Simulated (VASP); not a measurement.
A run of VASP 6.6.1 is set up as follows.

INCAR

```
SYSTEM = WS2
PREC = Accurate
ENCUT = 520
EDIFF = 1E-7
ISMEAR = 0
SIGMA = 0.01
LREAL = .False.
LASPH = .True.
NELM = 60
ALGO = Normal
ISIF = 2
LWAVE = .False.
LCHARG = .False.
NBANDS = 35
```

Contents of KPOINTS:

```
regular mesh
0
Gamma
  6 6 2
  0 0 0
```

The input POSCAR:

```
WS2
1.0
    3.0955551730      0.0000000000      0.0000000000
   -1.5477775865      2.6808294186      0.0000000000
    0.0000000000      0.0000000000     12.2321426840
W S
2 4
Direct
    0.3333333333      0.6666666667      0.2500000000
    0.6666666667      0.3333333333      0.7500000000
    0.3333333333      0.6666666667      0.6215353982
    0.6666666667      0.3333333333      0.1215353982
    0.3333333333      0.6666666667      0.8784646018
    0.6666666667      0.3333333333      0.3784646018
```

Potentials or basis: VASP PAW LDA potentials, release 64 (W_sv, S).

Command:

```bash
$ cat potpaw_LDA.64/W_sv/POTCAR potpaw_LDA.64/S/POTCAR > POTCAR
$ mpirun -np 1 vasp_std > vasp.out
```

(1) Predict the pressure.

(2) Estimate the band gap on the k mesh.

(3) What does it give for the largest force?

## Answers

(1) 2.9 GPa.

(2) 0.90 eV, indirect (least direct gap 2.04 eV).

(3) 0.106 eV/Å.

Caveat: the cell differs from its parent crystal (in-plane strain -0.01); spin-orbit coupling is left out, which moves the levels of the heavy elements.
